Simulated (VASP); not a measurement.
Runs of VASP 6.6.1 on SnO2 (Cassiterite). The structure is that of space group P4_2/mnm (No. 136), or close to it. The cells are those of the table. 

| cell | gap on the mesh (eV) | pressure (GPa) | largest force (eV/Å) |
| --- | --- | --- | --- |
| a = 4.608, b = 4.608, c = 3.099 Å, 6 atoms | 2.30 | 35.5 | 0.69 |
| a = 4.920, b = 4.920, c = 3.309 Å, 6 atoms | 0.05 | -8.9 | 0.12 |
| a = 4.674, b = 4.674, c = 3.143 Å, 6 atoms | 1.76 | 22.3 | 0.48 |
| a = 4.738, b = 4.738, c = 3.187 Å, 6 atoms | 1.27 | 11.8 | (b) |
| a = 4.540, b = 4.540, c = 3.054 Å, 6 atoms | 2.88 | (a) | 0.94 |

Alike in all rows: task single point; level PBE; potentials or basis VASP PAW PBE potentials, release 64 (Sn_d, O); no spin polarisation; k mesh 4 × 4 × 6; cutoff (eV) 520; smearing gaussian 0.01 eV.

Problem. Fill in the values left out.

Solution. (a) 51.9; (b) 0.29.

Caveats: spin-orbit coupling is left out, which moves the levels of the heavy elements.

A k mesh can miss the band edges, and the runs leave out spin-orbit coupling on Sn.
